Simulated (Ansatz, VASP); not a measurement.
**Two plane-wave programs on ScTlCl4**

The input INCAR:

```
SYSTEM = ScTlCl4
PREC = Accurate ; ENCUT = 520
EDIFF = 1E-7 ; ISMEAR = 0
SIGMA = 0.1 ; LREAL = .False.
LASPH = .True. ; NELM = 100
ALGO = Normal ; ISIF = 2
LWAVE = .False. ; LCHARG = .True.
GGA = PE ; LELF = .True.
LVHAR = .True. ; NBANDS = 35
```

KPOINTS

```
Automatic mesh
0
Gamma
  4 4 4
  0 0 0
```

File POSCAR:

```
ScTlCl4
1.0
    0.0000000000      4.3536533700      4.3536533700
    4.3536533700      0.0000000000      4.3536533700
    4.3536533700      4.3536533700      0.0000000000
Sc Tl Cl
1 1 4
Direct
    0.0000000000      0.0000000000      0.0000000000
    0.7500000000      0.7500000000      0.7500000000
    0.8708212100      0.3763929300      0.3763929300
    0.3763929300      0.3763929300      0.3763929300
    0.3763929300      0.8708212100      0.3763929300
    0.3763929300      0.3763929300      0.8708212100
```

Input for Ansatz:

```yaml
crystal:
  lattice:
    - [0.0, 4.35365337, 4.35365337]
    - [4.35365337, 0.0, 4.35365337]
    - [4.35365337, 4.35365337, 0.0]
  atoms:
    - { symbol: Sc, position: [0.0, 0.0, 0.0] }
    - { symbol: Tl, position: [0.75, 0.75, 0.75] }
    - { symbol: Cl, position: [0.87082121, 0.37639293, 0.37639293] }
    - { symbol: Cl, position: [0.37639293, 0.37639293, 0.37639293] }
    - { symbol: Cl, position: [0.37639293, 0.87082121, 0.37639293] }
    - { symbol: Cl, position: [0.37639293, 0.37639293, 0.87082121] }
basis:
  ecutwfc: 420
kpoints:
  mp_grid: { grid: [4, 4, 4] }
hamiltonian:
  xc: pbe
scf:
  occupations: { method: gaussian, width: 0.1 }
  lower_state_search: "off"
output:
  forces: true
  stress: true
  eigenvalues: true
```

Change from the starting cell: species swapped into the GdMgNi4 type (F-43m, No. 216).

Alike in both runs: task single point; functional PBE; k mesh 4 × 4 × 4; occupations gaussian, width 0.1 eV; no spin polarisation.

```csv
,VASP,Ansatz
version,VASP 6.6.1,Ansatz 0.2.0
potentials or method,"VASP PAW PBE potentials, release 64 (Sc_sv, Tl_d, Cl), cutoff 520 eV","scalar-relativistic, plane waves, PAW"
valence electrons in the cell,52,52
```

VASP gave:

- gap on the k mesh at the Fermi level (eV): none
- pressure (GPa): -2.4
- rms of the force components (eV/Å): 0.133

Question: What did Ansatz give for the same quantities?

Answer: gap on the k mesh at the Fermi level (eV): none; pressure (GPa): -2.3; rms of the force components (eV/Å): 0.134.

Atom by atom the forces differ by 0.000 eV/Å (rms over components). A gap of «none» marks a metal or a gap that the smearing closes.

Neither program's run includes spin-orbit coupling.
